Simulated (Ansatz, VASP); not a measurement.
## Two plane-wave programs on Pt

```
CELL_PARAMETERS angstrom
0.00000 1.94683 2.04904
1.78622 0.00000 2.04904
1.78622 1.94683 0.00000
ATOMIC_POSITIONS crystal
Pt 0.00000 0.00000 0.00000
```

Change from the starting cell: normal strain along x -0.0825, normal strain along z +0.0525.

Alike in both runs: task single point; functional LDA; k mesh 20 × 20 × 20; occupations gaussian, width 0.15 eV; no spin polarisation.

|  | VASP | Ansatz |
| --- | --- | --- |
| version | VASP 6.6.1 | Ansatz 0.2.0 |
| potentials or method | VASP PAW LDA potentials, release 64 (Pt), cutoff 520 eV | scalar-relativistic, plane waves, PAW |
| valence electrons in the cell | 10 | 18 |

Ansatz gave:

* gap on the k mesh at the Fermi level (eV): none
* pressure (GPa): 13.4
* traceless stress, the component that is largest in VASP (GPa): -8.65

**Question.** Estimate VASP's values.

**Answer.** gap on the k mesh at the Fermi level (eV): none; pressure (GPa): 14.4; traceless stress, the component that is largest in VASP (GPa): -8.66.

LDA's correlation is that of Perdew and Zunger in VASP and of Perdew and Wang (1992) in Ansatz. A gap of «none» marks a metal or a gap that the smearing closes. VASP's potentials hold 10 valence electrons a cell and Ansatz's 18, so a difference there can come from the potentials and not from the codes.

Neither program's run includes spin-orbit coupling.
